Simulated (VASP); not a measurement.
Input of a VASP 6.6.1 run:

File INCAR:

```
SYSTEM = PbS
PREC = Accurate
ENCUT = 400
EDIFF = 1E-8
ISMEAR = -1
SIGMA = 0.01
LREAL = .FALSE.
LASPH = .TRUE.
NELM = 200
ALGO = Normal
ISIF = 2
LWAVE = .FALSE.
LCHARG = .FALSE.
MAGMOM = 0 0 0 0 0 0
LORBIT = 11
LSORBIT = .TRUE.
GGA_COMPAT = .FALSE.
LORBMOM = .TRUE.
GGA = RP
LEFG = .TRUE.
NBANDS = 32
```

File KPOINTS:

```
regular mesh
0
G
  8 8 8
  0 0 0
```

File POSCAR:

```
PbS
1.0
    0.0000000000      2.9650000000      2.9650000000
    2.9650000000      0.0000000000      2.9650000000
    2.9650000000      2.9650000000      0.0000000000
Pb S
1 1
Direct
    0.0000000000      0.0000000000      0.0000000000
    0.5000000000      0.5000000000      0.5000000000
```

Potentials or basis: VASP PAW PBE potentials, release 64 (Pb_d, S).

Launch:

```console
$ cat potpaw_PBE.64/Pb_d/POTCAR potpaw_PBE.64/S/POTCAR > POTCAR
$ mpirun -np 1 vasp_ncl > vasp.out
```

(1) Estimate the net moment.

(2) Estimate the pressure.

Answers

(1) 0.00 μB per cell.

(2) 3.9 GPa.

Caveat: the cell stands under pressure; the PAW data sets were made with another functional, which shifts forces and pressure a little.
